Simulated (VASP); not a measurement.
# ZnAu: single point with r2SCAN

The system is ZnAu.

```xyz
2
Lattice="3.1054 0.0000 0.0000 0.0000 3.1054 0.0000 0.0000 0.0000 3.1054" Properties=species:S:1:pos:R:3 pbc="T T T"
Zn    1.5527    1.5527    1.5527
Au    0.0000    0.0000    0.0000
```

* Program: VASP 6.6.1
* Task: single point
* Functional: r2SCAN
* Potentials or basis: VASP PAW PBE potentials, release 64 (Zn, Au)
* Cutoff: 520 eV
* k mesh: 11 × 11 × 11
* Occupations: fermi-dirac, width 0.1 eV
* Spin: no spin polarisation
* Dipole correction: no
* Further INCAR settings: ALGO = Normal; EDIFF = 1e-06; NBANDS = 18

* Pressure: 6.6 GPa
* Band gap on the k mesh: zero (an odd number of electrons rules out a gap without spin polarisation)

Levels at points of the mesh, in eV from the Fermi level:
| k point | band 7 | band 8 | band 9 | band 10 | band 11 | band 12 | band 13 | band 14 | band 15 | band 16 |
| --- | --- | --- | --- | --- | --- | --- | --- | --- | --- | --- |
| (0.00, 0.00, 0.00) | -5.88 | -5.88 | -4.04 | -4.04 | -4.04 | 5.39 | 5.39 | 5.39 | 10.03 | 12.85 |

It took 85 s on 1 thread of Intel Xeon 8259CL, on a shared host, peak memory 0.17 GiB.

Caveat: the cell stands under pressure; the PAW data sets were made with another functional, which shifts forces and pressure a little; spin-orbit coupling is left out, which moves the levels of the heavy elements.
